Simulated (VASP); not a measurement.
Wanted: the native input for a VASP 6.6.1 run.

| Quantity | Value |
| --- | --- |
| Task | single point |
| Functional | PBE |
| Potentials or basis | VASP PAW PBE potentials, release 64 (Re) |
| Cutoff | 520 eV |
| k mesh | 20 × 20 × 20 |
| Occupations | gaussian, width 0.15 eV |
| Spin | no spin polarisation |
| Dipole correction | no |
| Further INCAR settings | ALGO = Normal; EDIFF = 1e-07; NBANDS = 10 |

The structure of Re lies in POSCAR:

```
Re
1.0
    0.0000000000      1.9651250000      1.9750000000
    1.9750000000      0.0000000000      1.9750000000
    1.9750000000      1.9651250000      0.0000000000
Re
1
Direct
    0.0000000000      0.0000000000      0.0000000000
```

This isn't the form of Re at room conditions, which is hcp.

This cell differs from its parent crystal: strain -0.0050 x Voigt [0, 1, 0, 0, 0, 0].

One way to write it, as run:

INCAR

```
SYSTEM = Re
PREC = Accurate
ENCUT = 520
EDIFF = 1E-7
ISMEAR = 0
SIGMA = 0.15
LREAL = .False.
LASPH = .True.
NELM = 100
ALGO = Normal
ISIF = 2
LWAVE = .False.
LCHARG = .False.
GGA = PE
NBANDS = 10
```

KPOINTS

```
Automatic mesh
0
Gamma
  20 20 20
  0 0 0
```

Potentials or basis: VASP PAW PBE potentials, release 64 (Re).

The run is started by

```bash
$ cat potpaw_PBE.64/Re/POTCAR > POTCAR
$ mpirun -np 1 vasp_std > vasp.out
```

Results of the run:

| Item | Value |
| --- | --- |
| Pressure | -8.2 GPa |
| Band gap on the k mesh | zero (an odd number of electrons rules out a gap without spin polarisation) |

Caveat: the cell differs from its parent crystal (strain -0.0050 x Voigt [0, 1, 0, 0, 0, 0]); the cell stands under tension; spin-orbit coupling is left out, which moves the levels of the heavy elements.

Wall time 2.3 min on 1 thread of Intel Xeon 8259CL, on a shared host, peak memory 0.23 GiB.
